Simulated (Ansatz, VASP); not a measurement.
Two plane-wave programs on LiH

Contents of INCAR:

```
SYSTEM = LiH
  ALGO = Normal
  EDIFF = 1E-7
  EDIFFG = -0.01
  ENCUT = 600
  GGA = PS
  IBRION = 2
  ISIF = 3
  ISMEAR = -1
  IVDW = 13
  LASPH = .TRUE.
  LCHARG = .FALSE.
  LREAL = .FALSE.
  LWAVE = .FALSE.
  NELM = 60
  NSW = 60
  PREC = Accurate
  SIGMA = 0.05
```

The input KPOINTS:

```
k-points
0
G
  11 11 11
  0 0 0
```

File POSCAR:

```
LiH
1.0
    0.0000000000      2.0367500000      2.0367500000
    2.0367500000      0.0000000000      2.0367500000
    2.0367500000      2.0367500000      0.0000000000
Li H
1 1
Direct
    0.0000000000      0.0000000000      0.0000000000
    0.5000000000      0.5000000000      0.5000000000
```

input.yaml

```yaml
crystal:
  lattice:
    - [0.0, 2.03675, 2.03675]
    - [2.03675, 0.0, 2.03675]
    - [2.03675, 2.03675, 0.0]
  atoms:
    - { symbol: Li, position: [0.0, 0.0, 0.0] }
    - { symbol: H, position: [0.5, 0.5, 0.5] }
hamiltonian:
  xc: pbesol
  pseudopotentials: { kind: paw }
  dispersion: d4
kpoints:
  mp_grid: { grid: [11, 11, 11] }
scf:
  occupations: { method: fermi_dirac, width: 0.05 }
output:
  forces: true
  stress: true
  eigenvalues: true
relax:
  f_tol: 0.01
  max_steps: 40
  cell: { stress_tol: 0.05 }
```

Alike in both runs: task relaxation of cell and atoms; functional PBEsol; dispersion D4; k mesh 11 × 11 × 11; occupations fermi-dirac, width 0.05 eV; no spin polarisation.

|  | VASP | Ansatz |
| --- | --- | --- |
| version | VASP 6.6.1 | Ansatz 0.2.0 |
| potentials or method | VASP PAW PBE potentials, release 64 (Li_sv, H) | Ansatz PAW |
| plane-wave cutoff (eV) | 600 | 420 |
| valence electrons in the cell | 4 | 4 |

|  | VASP | Ansatz | Ansatz less VASP |
| --- | --- | --- | --- |
| gap on the k mesh at the Fermi level, each at its own relaxed structure (eV) | 2.91 | 2.92 | +0.003 |
| relaxed volume (Å³/atom) | 7.69 | 7.74 | +0.050 |
| relaxed cell length with the largest relative difference (Å) | 2.791 | 2.797 | +0.0060 |

VASP's potentials were made for PBE, not for PBEsol.

Noted on VASP's run: the cutoff is short for stress, so the pressure is rough. Noted on Ansatz's run: odd divisions of the mesh miss points on the zone boundary, where band edges often lie, so the gap on the mesh can be too wide; the plane-wave basis is chosen anew once the cell has moved, so the energies of steps on either side of that aren't comparable.
